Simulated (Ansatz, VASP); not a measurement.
# Two plane-wave programs on Be4ZnSe

```
CELL_PARAMETERS angstrom
4.33544 0.00000 0.00000
-2.16772 3.75460 0.00000
0.00000 0.00000 5.05147
ATOMIC_POSITIONS crystal
Be 0.33333 0.66667 0.50000
Be 0.33333 0.66667 0.00000
Be 0.00000 0.00000 0.34470
Be 0.00000 0.00000 0.65530
Zn 0.66667 0.33333 0.50000
Se 0.00000 0.00000 0.00000
```

Alike in both runs: task relaxation of cell and atoms; functional PBE; k mesh 4 × 4 × 3; occupations gaussian, width 0.2 eV; no spin polarisation.

```csv
,VASP,Ansatz
version,VASP 6.6.1,Ansatz 0.2.0
potentials or method,"VASP PAW PBE potentials, release 64 (Be, Zn, Se), cutoff 600 eV","scalar-relativistic, plane waves, PAW"
valence electrons in the cell,26,36
```

Ansatz gave:

* gap on the k mesh at the Fermi level, each at its own relaxed structure (eV): none
* relaxed volume (Å³/atom): 13.97
* relaxed length of the cell vector where the two differ most in proportion (Å): 6.835

Problem. Which values does VASP return?

Solution. gap on the k mesh at the Fermi level, each at its own relaxed structure (eV): none; relaxed volume (Å³/atom): 13.94; relaxed length of the cell vector where the two differ most in proportion (Å): 6.809.

A gap of «none» marks a metal or a gap that the smearing closes. VASP's potentials hold 26 valence electrons a cell and Ansatz's 36, so a difference there can come from the potentials and not from the codes.

The k mesh is coarse, so the values compare programs but aren't converged.
